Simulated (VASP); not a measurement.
SbSe5, 6 atoms in the cell. Symmetry: P-3m1, No. 164, trigonal system. Conventional cell: a = 3.908 Å, b = 3.908 Å, c = 11.260 Å, α = 90.00°, β = 90.00°, γ = 120.00°. Sb (site symmetry -3m) has 6 Se at 2.83 Å within 3.7 Å. Se (site symmetry 3m) has 3 Sb at 2.83 Å and 3 Se at 3.27 Å within 3.7 Å. Se (site symmetry 3m) has 6 Se at 2.74 to 3.27 Å within 3.6 Å. Within 3.6 Å of Se (site symmetry -3m) lie 6 Se at 2.74 Å. 

```yaml
Program: VASP 6.6.1
Task: single point
Functional: PBE
Potentials_or_basis: VASP PAW PBE potentials, release 64 (Sb, Se)
Cutoff: 520 eV
k_mesh: 5 × 5 × 2
Occupations: gaussian, width 0.2 eV
Spin: no spin polarisation
Dipole_correction: no
Further_INCAR_settings: ALGO = Normal; EDIFF = 1e-06; NBANDS = 26
```

Potentials or basis: VASP PAW PBE potentials, release 64 (Sb, Se).

Launch:

```console
$ cat potpaw_PBE.64/Sb/POTCAR potpaw_PBE.64/Se/POTCAR > POTCAR
$ mpirun -np 1 vasp_std > vasp.out
```

Hardware: 1 thread of Intel(R) Xeon(R) 6975P-C (Granite Rapids) (shared host).

Question: Estimate the wall time of this run.

Answer: It took 23 s on 1 thread of Intel(R) Xeon(R) 6975P-C (Granite Rapids) (shared host), peak memory 0.26 GiB. Counts: scf iterations 14, k points 10.
